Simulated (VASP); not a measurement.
## PbO: single point with PBE

PbO:

```
Pb O
1.0
     3.87504    0.00000    0.00000
     0.00000    3.87504    0.00000
     0.00000    0.00000    5.14755
Pb O
2 2
Direct
  0.00000 0.50000 0.23510
  0.50000 0.00000 0.76490
  0.00000 0.00000 0.00000
  0.50000 0.50000 0.00000
```

This cell differs from its parent crystal: strain -0.025 along x and y, +0.025 along z.

```
Program             : VASP 6.6.1
Task                : single point
Functional          : PBE
Potentials or basis : VASP PAW PBE potentials, release 64 (Pb_d, O)
Cutoff              : 520 eV
k mesh              : 8 × 8 × 6
Occupations         : gaussian, width 0.05 eV
Spin                : no spin polarisation
```

- Pressure: 8.1 GPa
- Largest force: 0.679 eV/Å
- Band gap on the k mesh: 1.07 eV, indirect (least direct gap 2.27 eV)

Forces on the atoms (eV/Å):
```
Pb   0.000  0.000  0.679
Pb   0.000  0.000 -0.679
O    0.000  0.000  0.000
O    0.000  0.000  0.000
```

Stress tensor (GPa, compression positive):
```
9.34 0.00 0.00
0.00 9.34 0.00
0.00 0.00 5.53
```

Levels at points of the mesh, in eV from the valence-band top:
```csv
k point,band 17,band 18,band 19,band 20,band 21,band 22,band 23,band 24
"(0.00, 0.00, 0.00)",-2.00,-1.82,-1.82,0.00,2.38,5.26,5.73,5.73
"(0.50, 0.00, 0.00)",-3.26,-3.26,-1.99,-1.99,3.22,3.22,6.59,6.59
"(0.50, 0.50, 0.00)",-1.95,-1.95,-1.20,-1.20,1.07,1.07,5.06,5.06
"(0.00, 0.00, 0.50)",-2.03,-1.85,-1.85,-1.44,2.15,4.05,4.05,4.54
"(0.50, 0.00, 0.50)",-3.24,-3.24,-1.29,-1.29,2.87,2.87,6.51,6.51
"(0.50, 0.50, 0.50)",-2.43,-2.43,-1.20,-1.20,3.24,3.24,4.47,4.47
```

Run time: 73 s on 1 thread of Intel(R) Xeon(R) Platinum 8488C (Sapphire Rapids), on a shared host, peak memory 0.24 GiB.

Caveat: the cell differs from its parent crystal (strain -0.025 along x and y, +0.025 along z); spin-orbit coupling is left out, which moves the levels of the heavy elements. A k mesh can miss the band edges.
